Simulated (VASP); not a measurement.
# SnTe3 (Fm-3m) in VASP: further runs, part 2 of 2

VASP 6.6.1. Earlier steps stand in the parts before.

## Step 6: Single point, PBEsol

This run uses another cell than the first one, of 22.04 Å³/atom, 0.751 times its volume.

File INCAR:

```
ALGO     = Normal         # electronic algorithm
EDIFF    = 1E-6           # SCF threshold, eV
ENCUT    = 520            # plane-wave cutoff, eV
GGA      = PS             # functional
ISIF     = 2              # what is computed and relaxed
ISMEAR   = -1             # smearing method
LASPH    = True           # aspherical terms in the spheres
LCHARG   = False          # write CHGCAR
LREAL    = False          # projectors in reciprocal space
LWAVE    = False          # write WAVECAR
NBANDS   = 24             # bands
NELM     = 60             # most SCF steps
PREC     = Accurate       # precision mode
SIGMA    = 0.05           # smearing width, eV
```

File KPOINTS:

```
k-points
0
Gamma
  6 6 6
```

File POSCAR:

```
SnTe3
1.0
    0.0000000000      3.5326243360      3.5326243360
    3.5326243360      0.0000000000      3.5326243360
    3.5326243360      3.5326243360      0.0000000000
Te Sn
3 1
Direct
    0.5000000000      0.5000000000      0.5000000000
    0.7500000000      0.7500000000      0.7500000000
    0.2500000000      0.2500000000      0.2500000000
    0.0000000000      0.0000000000      0.0000000000
```

Potentials or basis: VASP PAW PBE potentials, release 64 (Te, Sn_d).

The run is started by

```bash
$ cat potpaw_PBE.64/Te/POTCAR potpaw_PBE.64/Sn_d/POTCAR > POTCAR
$ mpirun -np 1 vasp_std > vasp.out
```

OUTCAR:

```text
EDIFF = 1E-6
   ENCUT = 520
   GGA = PS
   ISIF = 2
   ISMEAR = -1
   LASPH = True
   LREAL = False
   NELM = 60
   PREC = Accurate

 ion  position               nearest neighbor table
   1  0.500  0.500  0.500-   3 3.06   3 3.06   3 3.06   2 3.06   3 3.06   2 3.06   2 3.06   2 3.06
                             4 3.53   4 3.53   4 3.53   4 3.53   4 3.53   4 3.53
   2  0.750  0.750  0.750-   1 3.06   1 3.06   1 3.06   1 3.06   4 3.06   4 3.06   4 3.06   4 3.06
                             3 3.53   3 3.53   3 3.53   3 3.53   3 3.53   3 3.53
   3  0.250  0.250  0.250-   4 3.06   4 3.06   4 3.06   1 3.06   4 3.06   1 3.06   1 3.06   1 3.06
                             2 3.53   2 3.53   2 3.53   2 3.53   2 3.53   2 3.53
   4  0.000  0.000  0.000-   2 3.06   2 3.06   2 3.06   2 3.06   3 3.06   3 3.06   3 3.06   3 3.06
                             1 3.53   1 3.53   1 3.53   1 3.53   1 3.53   1 3.53

  LATTYP: Found a face centered cubic cell.
 ALAT       =     7.0652486720

  Lattice vectors:

 A1 = (   0.0000000000,   3.5326243360,   3.5326243360)
 A2 = (   3.5326243360,   0.0000000000,   3.5326243360)
 A3 = (   3.5326243360,   3.5326243360,   0.0000000000)

Analysis of symmetry for initial positions (statically):
[... 169 lines left out ...]

 val. band max:       11.6284577361   @ k =   0.5000   0.1667   0.0000
 cond. band min:      11.7196810590   @ k =   0.5000   0.3333   0.0000
 fundamental gap:      0.0912233230
 Fermi energy:        11.6320066486

 k-point     1 :       0.0000    0.0000    0.0000
  band No.  band energies     occupation
      1     -10.0762      2.00000
      2     -10.0762      2.00000
      3     -10.0762      2.00000
      4     -10.0550      2.00000
      5     -10.0550      2.00000
      6      -4.2737      2.00000
[... 421 lines left out ...]
     23      18.3290      0.00000
     24      18.7046      0.00000

------------------------ aborting loop because EDIFF is reached ----------------------------------------

  FORCE on cell =-STRESS in cart. coord.  units (eV):
  Direction    XX          YY          ZZ          XY          YZ          ZX
  --------------------------------------------------------------------------------------
  -------------------------------------------------------------------------------------
  Total       11.0592918     11.0592918     11.0592918      0.0000000      0.0000000     -0.0000000
  in kB      200.9627356    200.9627356    200.9627356      0.0000000      0.0000000     -0.0000000
  external PRESSURE =     200.9627356 kB  Pullay stress =       0.0000000 kB

 VOLUME and BASIS-vectors are now :
 -----------------------------------------------------------------------------
  energy-cutoff  :      520.00
  volume of cell :       88.17
      direct lattice vectors                 reciprocal lattice vectors
     0.000000000  3.532624336  3.532624336    -0.141537835  0.141537835  0.141537835
     3.532624336  0.000000000  3.532624336     0.141537835 -0.141537835  0.141537835
     3.532624336  3.532624336  0.000000000     0.141537835  0.141537835 -0.141537835

 POSITION                                       TOTAL-FORCE (eV/Angst)
 -----------------------------------------------------------------------------------
      3.53262      3.53262      3.53262         0.000000      0.000000      0.000000
      5.29894      5.29894      5.29894        -0.000000     -0.000000     -0.000000
      1.76631      1.76631      1.76631        -0.000000     -0.000000      0.000000
      0.00000      0.00000      0.00000         0.000000      0.000000      0.000000
 -----------------------------------------------------------------------------------
    total drift:                               -0.000000      0.000000      0.000000

  FREE ENERGIE OF THE ION-ELECTRON SYSTEM (eV)
  ---------------------------------------------------
  free  energy   TOTEN  =       -13.3861017931 eV

  energy  without entropy=      -13.3583044324  energy(sigma->0) =      -13.37220311
```

stdout:

```text
POSCAR found type information on POSCAR TeSn
 POSCAR found :  2 types and       4 ions
 scaLAPACK will be used
 -----------------------------------------------------------------------------
|                                                                             |
|                                                                             |
|     You enforced a specific xc type in the INCAR file but a different       |
|     I HOPE YOU KNOW WHAT YOU ARE DOING!                                     |
|                                                                             |
 -----------------------------------------------------------------------------

 LDA part: xc-table for (Slater+PW92), standard interpolation
 POSCAR, INCAR and KPOINTS ok, starting setup
 FFT: planning ... GRIDC
 FFT: planning ... GRID_SOFT
 FFT: planning ... GRID
 WAVECAR not read
 entering main loop
```

It took 26 s on 1 thread of Intel Xeon Platinum 8488C (Sapphire Rapids), shared host; peak memory 0.24 GiB.

Results:

| Item | Value |
| --- | --- |
| Free energy | -13.3861 eV |
| Pressure | 20.1 GPa |
| Band gap on the k mesh | zero (band 16 reaches 11.95 eV, above the bottom of band 17 at 8.81 eV) |

Levels at points of the mesh, in eV from the Fermi level:
| k point | band 14 | band 15 | band 16 | band 17 | band 18 | band 19 |
| --- | --- | --- | --- | --- | --- | --- |
| (0.00, 0.00, 0.00) | -4.65 | -4.65 | -2.82 | -2.82 | -2.82 | 2.06 |
| (0.50, 0.00, 0.00) | -2.07 | -2.01 | 0.32 | 0.32 | 1.50 | 1.50 |
| (0.50, 0.50, 0.00) | -0.81 | -0.37 | 0.11 | 0.11 | 0.16 | 2.61 |

Caveat: the PAW data sets were made with another functional, which shifts forces and pressure a little; spin-orbit coupling is left out, which moves the levels of the heavy elements.

## Step 7: The runs side by side

```tsv
level	potentials or basis	cell	gap on the mesh (eV)	pressure (GPa)
LDA	VASP PAW LDA potentials, release 64 (Te, Sn_d)	a = 5.497 Å, angles 60.0°, 4 atoms	none	-4.6
LDA	VASP PAW LDA potentials, release 64 (Te, Sn_d)	a = 5.532 Å, angles 60.0°, 4 atoms	none	-5.3
LDA	VASP PAW LDA potentials, release 64 (Te, Sn_d)	a = 5.568 Å, angles 60.0°, 4 atoms	none	-6.0
PBEsol	VASP PAW PBE potentials, release 64 (Te, Sn_d)	a = 4.895 Å, angles 60.0°, 4 atoms	none	30.2
PBEsol	VASP PAW PBE potentials, release 64 (Te, Sn_d)	a = 4.996 Å, angles 60.0°, 4 atoms	none	20.1
```

Alike in all rows: task single point; no spin polarisation; k mesh 6 × 6 × 6; cutoff (eV) 520; smearing fermi-dirac 0.05 eV.

Caveats: spin-orbit coupling is left out, which moves the levels of the heavy elements; the PAW data sets were made with another functional, which shifts forces and pressure a little (some runs).

Absolute energies hang on the potentials; compare differences alone.
